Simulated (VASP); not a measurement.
MgS:

```
S Mg
1.0
     0.00000    2.60165    2.60165
     2.60165    0.00000    2.60165
     2.60165    2.60165    0.00000
S Mg
1 1
Direct
  0.50000 0.50000 0.50000
  0.00000 0.00000 0.00000
```

Program: VASP 6.6.1. Alike in all runs: potentials or basis VASP PAW PBE potentials, release 64 (S, Mg); no spin polarisation; cell as given; cutoff (eV) 520.

Problem. Order these runs on this cell by their band gap on the k mesh, lowest first.
A. level PBE; k mesh 5 × 5 × 5; smearing fermi-dirac 0.04 eV
B. level B3LYP+D3(BJ); k mesh 5 × 5 × 5; smearing fermi-dirac 0.05 eV; share of exact exchange 0.2; grid for exact exchange (PRECFOCK) Normal
C. level r2SCANh; k mesh 6 × 6 × 6; smearing gaussian 0.03 eV; tolerance level standard; purpose bands; route KPOINTS_OPT; share of exact exchange 0.1; grid for exact exchange (PRECFOCK) Fast
D. level r2SCAN; k mesh 9 × 9 × 9; smearing gaussian 0.03 eV; tolerance level standard; purpose bands; route KPOINTS_OPT
E. level PBE0; k mesh 6 × 6 × 6; smearing fermi-dirac 0.05 eV; share of exact exchange 0.25; grid for exact exchange (PRECFOCK) Normal

Solution. A (3.18 eV), D (3.56 eV), C (4.02 eV), E (4.49 eV), B (4.65 eV).

Caveats: an odd mesh through Γ misses points on the zone boundary, where band edges can lie (at least some runs); three body term missing (at least some runs); the cell stands under tension (at least some runs); the mesh misses the band edges, which the band path finds closer together (at least some runs).

A k mesh can miss the band edges, odd and even meshes differently.
